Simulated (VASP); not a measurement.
A run of VASP 6.6.1 is set up as follows.

File INCAR:

```
PREC = Accurate ; ENCUT = 520
EDIFF = 1E-6 ; ISMEAR = 0
SIGMA = 0.15 ; LREAL = False
LASPH = True ; NELM = 60
ALGO = Fast ; ISIF = 2
LWAVE = False ; LCHARG = False
GGA = PS ; NBANDS = 12
```

File KPOINTS:

```
regular mesh
0
Gamma
  20 20 20
```

File POSCAR:

```
Nb
1.0
    0.0000000000      2.1150000000      1.9458000000
    2.1150000000      0.0000000000      1.9458000000
    2.1150000000      2.1150000000      0.0000000000
Nb
1
Direct
    0.0000000000      0.0000000000      0.0000000000
```

Potentials or basis: VASP PAW PBE potentials, release 64 (Nb_sv).

Command:

```console
$ cat potpaw_PBE.64/Nb_sv/POTCAR > POTCAR
$ mpirun -np 1 vasp_std > vasp.out
```

Problem. Estimate the pressure.

Solution. 6.0 GPa.

Problem. Estimate the band gap on the k mesh.

Solution. Zero (an odd number of electrons rules out a gap without spin polarisation).

Stress tensor (GPa, compression positive):
```
13.06  0.00  0.00
 0.00 13.06  0.00
 0.00  0.00 -8.02
```

Caveat: the cell differs from its parent crystal (strain +0.000 along x and y, -0.080 along z); the stress differs along the axes, from -8 to 13 GPa; the PAW data sets were made with another functional, which shifts forces and pressure a little.
